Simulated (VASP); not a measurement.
# ZrTi2B3 in VASP: further runs

Runs on ZrTi2B3. Level: PBE. Tasks: single point.

Program: VASP 6.6.1. These are calculated values, not measurements. Logs are shortened: lines on timing, memory, paths and dates and some standing lists are left out, and cuts for length are marked.

## Step 1: The cell of the first run

The typed cell holds 6 atoms: a = 4.950 Å, b = 4.950 Å, c = 3.528 Å, α = 90.00°, β = 90.00°, γ = 120.00°.

## Step 2: Single point, PBE

Input file INCAR:

```
PREC = Accurate ; ENCUT = 520
EDIFF = 1E-6 ; ISMEAR = 0
SIGMA = 0.2 ; LREAL = F
LASPH = T ; NELM = 80
ALGO = Normal ; ISIF = 2
LWAVE = F ; LCHARG = F
GGA = PE ; NBANDS = 32
```

Input file KPOINTS:

```
Automatic mesh
0
Gamma
  4 4 5
```

Input file POSCAR:

```
ZrTi2B3
1.0
    4.9504185174      0.0000000030      0.0000000000
   -2.4752092613      4.2871881939      0.0000000000
    0.0000000000      0.0000000000      3.5284350429
Zr Ti B
1 2 3
Direct
    0.0000000000      0.0000000000      0.5315527588
    0.6666666667      0.3333333333      1.0325170074
    0.3333333333      0.6666666667      1.0325170074
    0.5000000000      0.5000000000      0.5323500588
    0.5000000000      0.0000000000      0.5323500588
    0.0000000000      0.5000000000      0.5323500588
```

Potentials or basis: VASP PAW PBE potentials, release 64 (Zr_sv, Ti_sv, B).

Run with:

```sh
cat potpaw_PBE.64/Zr_sv/POTCAR potpaw_PBE.64/Ti_sv/POTCAR potpaw_PBE.64/B/POTCAR > POTCAR
mpirun -np 1 vasp_std > vasp.out
```

OUTCAR:

```text
PREC = Accurate
   ENCUT = 520
   EDIFF = 1E-6
   ISMEAR = 0
   LREAL = F
   LASPH = T
   NELM = 80
   ISIF = 2
   GGA = PE

 ion  position               nearest neighbor table
   1  0.000  0.000  0.532-   4 2.48   4 2.48   6 2.48   6 2.48   5 2.48   5 2.48   2 3.36   3 3.36
                             2 3.36   3 3.36   2 3.36   3 3.36   2 3.36   3 3.36   2 3.36   3 3.36
   2  0.667  0.333  0.033-   5 2.27   6 2.27   4 2.27   5 2.27   6 2.27   4 2.27   3 2.86   3 2.86
                             3 2.86   1 3.36   1 3.36   1 3.36   1 3.36   1 3.36   1 3.36
   3  0.333  0.667  0.033-   5 2.27   6 2.27   4 2.27   5 2.27   6 2.27   4 2.27   2 2.86   2 2.86
                             2 2.86   1 3.36   1 3.36   1 3.36   1 3.36   1 3.36   1 3.36
   4  0.500  0.500  0.532-   2 2.27   3 2.27   2 2.27   3 2.27   1 2.48   1 2.48
   5  0.500  0.000  0.532-   2 2.27   3 2.27   2 2.27   3 2.27   1 2.48   1 2.48
   6  0.000  0.500  0.532-   2 2.27   3 2.27   2 2.27   3 2.27   1 2.48   1 2.48

  LATTYP: Found a hexagonal cell.
 ALAT       =     4.9504185174
 C/A-ratio  =     0.7127548975

  Lattice vectors:

 A1 = (   4.9504185174,   0.0000000030,   0.0000000000)
 A2 = (  -2.4752092613,   4.2871881939,   0.0000000000)
 A3 = (   0.0000000000,   0.0000000000,   3.5284350429)

Analysis of symmetry for initial positions (statically):
=====================================================================
 Subroutine PRICEL returns:
 Original cell was already a primitive cell.

 Routine SETGRP: Setting up the symmetry group for a
 hexagonal supercell.

 Subroutine GETGRP returns: Found 12 space group operations
 (whereof 12 operations were pure point group operations)
 out of a pool of 24 trial point group operations.

The static configuration has the point symmetry C_6v.

Analysis of symmetry for dynamics (positions and initial velocities):
=====================================================================
 Subroutine PRICEL returns:
 Original cell was already a primitive cell.

 Routine SETGRP: Setting up the symmetry group for a
 hexagonal supercell.

 Subroutine GETGRP returns: Found 12 space group operations
 (whereof 12 operations were pure point group operations)
 out of a pool of 24 trial point group operations.

The dynamic configuration has the point symmetry C_6v.

 Subroutine INISYM returns: Found 12 space group operations
 (whereof 12 operations are pure point group operations),
 and found     1 'primitive' translations

[... 92 lines left out ...]
   NSW    =      0    number of steps for IOM
   IBRION =     -1    ionic relax: 0-MD 1-quasi-New 2-CG
   NFREE  =      0    steps in history (QN), initial steepest desc. (CG)
   ISIF   =      2    stress and relaxation
   ISYM   =      2    0-nonsym 1-usesym 2-fastsym
   POTIM  = 0.5000    time-step for ionic-motion
   TEBEG  =    0.0;   TEEND  =   0.0 temperature during run
   PSTRESS=    0.0 pullay stress
   NELECT =      45.0000    total number of electrons
   NUPDOWN=      -1.0000    fix difference up-down
   EMIN   =  10.00;   EMAX   =-10.00  energy-range for DOS
   EFERMI =   0.00;   METHOD = LEGACY
   ISMEAR =     0;   SIGMA  =   0.20  broadening in eV -4-tet -1-fermi 0-gaus
   EFERMI_NEDOS =   21; number of points for ismear=-14 and -15
   IALGO  =     38    algorithm
   IMIX   =      4    mixing-type and parameters
     AMIX     =   0.40;   BMIX     =  1.00
     AMIX_MAG =   1.60;   BMIX_MAG =  1.00
  volume/ion in A,a.u.               =      12.48        84.23
  Fermi-wavevector in a.u.,A,eV,Ry     =   1.381487  2.610632 25.966805  1.908506
  Thomas-Fermi vector in A             =   2.506267
   LORBIT       =      0    0 simple, 1 ext, 2 COOP (PROOUT), +10 PAW based schemes
   GGA     = PE    functional components
   LHFCALC =     F    Hartree Fock is set to
   AEXX    =    0.0000 exact exchange contribution
   IVDW    =     0    specifies the selected vdW correction
   LEPSILON=     F    determine dielectric tensor
   LRPA    =     F    only Hartree local field effects (RPA)
 non-spin polarized calculation
 Gauss-broadening in eV      SIGMA  =   0.20
  energy-cutoff  :      520.00
  volume of cell :       74.89
 maximum number of plane-waves:      2042
 NGX is ok and might be reduce to    40
   NGX = 19   NGY = 19   NGZ = 13

 number of electron      44.9999998 magnetization

 Free energy of the ion-electron system (eV)
  ---------------------------------------------------
  ext. energy  EPLUGINS =         0.00000000
  ---------------------------------------------------
  free energy    TOTEN  =       -46.51990401 eV

  energy without entropy =      -46.45149372  energy(sigma->0) =      -46.48569887

 E-fermi :   8.0609     XC(G=0): -11.8092

 val. band max:        7.9822219769   @ k =   0.2500   0.2500   0.0000
 cond. band min:       8.0693754426   @ k =   0.2500   0.0000   0.2000
 fundamental gap:      0.0871534657
 Fermi energy:         8.0609320791

 k-point     1 :       0.0000    0.0000    0.0000
  band No.  band energies     occupation
      1     -48.0042      2.00000
      2     -47.9277      2.00000
      3     -40.3810      2.00000
      4     -24.3712      2.00000
      5     -24.3547      2.00000
      6     -24.3547      2.00000
[... 409 lines left out ...]
     31      12.4032      0.00000
     32      12.9777      0.00000

------------------------ aborting loop because EDIFF is reached ----------------------------------------

  FORCE on cell =-STRESS in cart. coord.  units (eV):
  Direction    XX          YY          ZZ          XY          YZ          ZX
  --------------------------------------------------------------------------------------
  -------------------------------------------------------------------------------------
  Total        0.1262353      0.1262353      0.2433910     -0.0000000      0.0000000      0.0000000
  in kB        2.7008141      2.7008141      5.2073716     -0.0000000      0.0000000      0.0000000
  external PRESSURE =       3.5363332 kB  Pullay stress =       0.0000000 kB

 VOLUME and BASIS-vectors are now :
 -----------------------------------------------------------------------------
  energy-cutoff  :      520.00
  volume of cell :       74.89
      direct lattice vectors                 reciprocal lattice vectors
     4.950418517  0.000000003  0.000000000     0.202003123  0.116626557  0.000000000
    -2.475209261  4.287188194  0.000000000    -0.000000000  0.233253115  0.000000000
     0.000000000  0.000000000  3.528435043     0.000000000  0.000000000  0.283411764

 POSITION                                       TOTAL-FORCE (eV/Angst)
 -----------------------------------------------------------------------------------
      0.00000      0.00000      1.87555        -0.000000      0.000000      0.006748
      2.47521      1.42906      0.11473        -0.000000     -0.000000     -0.008361
     -0.00000      2.85813      0.11473         0.000000      0.000000     -0.008361
      1.23760      2.14359      1.87836        -0.000000      0.000000      0.003325
      2.47521      0.00000      1.87836        -0.000000      0.000000      0.003325
     -1.23760      2.14359      1.87836        -0.000000      0.000000      0.003325
 -----------------------------------------------------------------------------------
    total drift:                               -0.000000     -0.000000      0.000030

  FREE ENERGIE OF THE ION-ELECTRON SYSTEM (eV)
  ---------------------------------------------------
  free  energy   TOTEN  =       -46.5199040100 eV

  energy  without entropy=      -46.4514937202  energy(sigma->0) =      -46.48569887
```

stdout:

```text
POSCAR found type information on POSCAR ZrTiB
 POSCAR found :  3 types and       6 ions
 scaLAPACK will be used
 LDA part: xc-table for (Slater+PW92), standard interpolation
 POSCAR, INCAR and KPOINTS ok, starting setup
 FFT: planning ... GRIDC
 FFT: planning ... GRID_SOFT
 FFT: planning ... GRID
 WAVECAR not read
 entering main loop
```

Run time: 33 s. Hardware: 1 thread of Intel Xeon Platinum 8375C at 2.90GHz (Ice Lake), shared host; peak memory 0.21 GiB.

Results:

| Property | Result |
| --- | --- |
| Free energy | -46.5199 eV |
| Pressure | 0.4 GPa |
| Largest force | 0.008 eV/Å |

Forces in eV/Å, atoms in the order of the input:
```
Zr   0.000  0.000  0.007
Ti   0.000  0.000 -0.008
Ti   0.000  0.000 -0.008
B    0.000  0.000  0.003
B    0.000  0.000  0.003
B    0.000  0.000  0.003
```

Caveat: the k points lie up to 0.37 Å⁻¹ apart.

## Step 3: Single point, PBE

Input file INCAR:

```
PREC = Accurate ; ENCUT = 520
EDIFF = 1E-6 ; ISMEAR = 0
SIGMA = 0.1 ; LREAL = F
LASPH = T ; NELM = 60
ALGO = Normal ; ISIF = 2
LWAVE = F ; LCHARG = F
GGA = PE ; NBANDS = 32
```

Input file KPOINTS:

```
regular mesh
0
Gamma
  6 6 10
```

Input file POSCAR:

```
ZrTi2B3
1.0
    4.9410108443      0.0000000000      0.0000000000
   -2.4705054222      4.2790409116      0.0000000000
    0.0000000000      0.0000000000      3.5453309652
Zr Ti B
1 2 3
Direct
    0.0000000000      0.0000000000      0.5000000000
    0.6666666667      0.3333333333      0.0000000000
    0.3333333333      0.6666666667      0.0000000000
    0.5000000000      0.5000000000      0.5000000000
    0.5000000000      0.0000000000      0.5000000000
    0.0000000000      0.5000000000      0.5000000000
```

Potentials or basis: VASP PAW PBE potentials, release 64 (Zr_sv, Ti_sv, B).

Run with:

```sh
cat potpaw_PBE.64/Zr_sv/POTCAR potpaw_PBE.64/Ti_sv/POTCAR potpaw_PBE.64/B/POTCAR > POTCAR
mpirun -np 1 vasp_std > vasp.out
```

Wall time 1.7 min (1 thread of Intel Xeon Platinum 8375C at 2.90GHz (Ice Lake), shared host); peak memory 0.25 GiB.

The run converged. Its results:

```
Free energy : -46.4865 eV
Pressure    : 0.0 GPa
```

Levels at points of the mesh, in eV from the Fermi level:
| k point | band 21 | band 22 | band 23 | band 24 | band 25 | band 26 |
| --- | --- | --- | --- | --- | --- | --- |
| (0.00, 0.00, 0.00) | -1.29 | 0.22 | 1.29 | 1.29 | 1.65 | 1.68 |
| (0.50, 0.00, 0.00) | -1.05 | -0.66 | -0.61 | -0.58 | 2.55 | 3.00 |
| (0.00, 0.00, 0.50) | -0.98 | -0.79 | -0.79 | 1.40 | 2.87 | 3.44 |
| (0.50, 0.00, 0.50) | -0.31 | -0.16 | -0.13 | 1.15 | 1.91 | 2.38 |
